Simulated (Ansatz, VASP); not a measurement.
One calculation of Te, two programs

The input INCAR:

```
SYSTEM = Te
  PREC = Accurate
  ENCUT = 520
  EDIFF = 1E-7
  ISMEAR = 0
  SIGMA = 0.15
  LREAL = .False.
  LASPH = .True.
  NELM = 60
  ALGO = Normal
  ISIF = 2
  LWAVE = .False.
  LCHARG = .False.
  GGA = PE
  NBANDS = 9
```

KPOINTS

```
Automatic mesh
0
Gamma
  15 15 15
  0 0 0
```

POSCAR

```
Te
1.0
    2.2336857436      1.2896190654      1.7914068831
   -2.2336857436      1.2896190654      1.7914068831
    0.0000000000     -2.5792381307      1.7914068831
Te
1
Direct
    0.5000000000      0.5000000000      0.5000000000
```

Input for Ansatz:

```yaml
crystal:
  lattice:
    - [2.2336857436, 1.2896190654, 1.7914068831]
    - [-2.2336857436, 1.2896190654, 1.7914068831]
    - [0.0, -2.5792381307, 1.7914068831]
  atoms:
    - { symbol: Te, position: [0.5, 0.5, 0.5] }
basis:
  ecutwfc: 420
kpoints:
  mp_grid: { grid: [15, 15, 15] }
hamiltonian:
  xc: pbe
scf:
  occupations: { method: gaussian, width: 0.15 }
output:
  forces: true
  stress: true
  eigenvalues: true
  write_density: true
  write_potential: true
  elf: true
  volumetric_format: npy
```

Alike in both runs: task single point; functional PBE; k mesh 15 × 15 × 15; occupations gaussian, width 0.15 eV; no spin polarisation.

|  | VASP | Ansatz |
| --- | --- | --- |
| version | VASP 6.6.1 | Ansatz 0.2.0 |
| potentials or method | VASP PAW PBE potentials, release 64 (Te), cutoff 520 eV | scalar-relativistic, plane waves, PAW |
| valence electrons in the cell | 6 | 16 |

VASP gave:

```
gap on the k mesh at the Fermi level (eV) : none
pressure (GPa)                            : 3.1
```

Question: Estimate Ansatz's values.

Answer: gap on the k mesh at the Fermi level (eV): none; pressure (GPa): 3.2.

A gap of «none» marks a metal or a gap that the smearing closes. VASP's potentials hold 6 valence electrons a cell and Ansatz's 16, so a difference there can come from the potentials and not from the codes.

Neither program's run includes spin-orbit coupling.
